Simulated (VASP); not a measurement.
The system is TaAs.

```
Ta As
1.0
     3.33345    0.00000    0.00000
    -1.66673    2.88686    0.00000
     0.00000    0.00000    3.27423
Ta As
1 1
Direct
  0.33333 0.66667 0.50000
  0.00000 0.00000 0.00000
```

```yaml
Program: VASP 6.6.1
Task: relaxation of cell and atoms
Functional: PBE
Potentials_or_basis: VASP PAW PBE potentials, release 64 (Ta_pv, As)
Cutoff: 600 eV
k_mesh: 6 × 6 × 6
Occupations: gaussian, width 0.1 eV
Spin: no spin polarisation
```

At the start: pressure 27.5 GPa; volume 15.75 Å³/atom.

Q: Where does the relaxation end?

A: Over 7 steps the energy falls by 160.8 meV/atom and the volume is 17.63 Å³/atom (+11.9 %); space group P-6m2 (No. 187, to 0.1 Å) before and after.

The path:
| step | energy change (eV) | largest force (eV/Å) | pressure (GPa) | volume (Å³) |
| --- | --- | --- | --- | --- |
| 1 | 0.0000 | 0.0000 | 27.51 | 31.51 |
| 2 | 0.7298 | 0.0000 | -25.56 | 45.48 |
| 3 | -0.3167 | 0.0000 | -2.07 | 35.82 |
| 4 | -0.3190 | 0.0000 | -0.52 | 35.50 |
| 5 | -0.3190 | 0.0000 | -0.10 | 35.42 |
| 6 | -0.3213 | 0.0000 | 0.04 | 35.33 |
| 7 | -0.3217 | 0.0000 | 0.14 | 35.27 |

Final structure:
```
Ta As
1.0
     3.42109    0.00000    0.00000
    -1.71054    2.96275    0.00000
     0.00000    0.00000    3.47938
Ta As
1 1
Direct
  0.33333 0.66667 0.50000
  0.00000 0.00000 0.00000
```

Caveat: the k points lie up to 0.35 Å⁻¹ apart in the final cell.
